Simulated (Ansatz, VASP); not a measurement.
Pt in VASP and in Ansatz

```
Pt
1.0
     0.00000    1.96239    1.96239
     1.96239    0.00000    1.96239
     1.96239    1.96239    0.00000
Pt
1
Direct
  0.00000 0.00000 0.00000
```

Alike in both runs: functional r2SCAN; dispersion rVV10; k mesh 18 × 18 × 18; occupations gaussian, width 0.1 eV; no spin polarisation.

Ansatz relaxed the structure, and its values are those at the end. VASP's run is a single point on that final structure, the one shown.

|  | VASP | Ansatz |
| --- | --- | --- |
| version | VASP 6.6.1 | Ansatz 0.2.0 |
| potentials or method | VASP PAW PBE potentials, release 64 (Pt), cutoff 550 eV | scalar-relativistic, plane waves, PAW |
| valence electrons in the cell | 10 | 18 |

```csv
,VASP,Ansatz,Ansatz less VASP
gap on the k mesh at the Fermi level (eV),none,none,-
pressure (GPa),2.1,0.0,-2.14
```

VASP's potentials were made for PBE, not for r2SCAN. A gap of «none» marks a metal or a gap that the smearing closes. VASP's potentials hold 10 valence electrons a cell and Ansatz's 18, so a difference there can come from the potentials and not from the codes.

Neither program's run includes spin-orbit coupling.
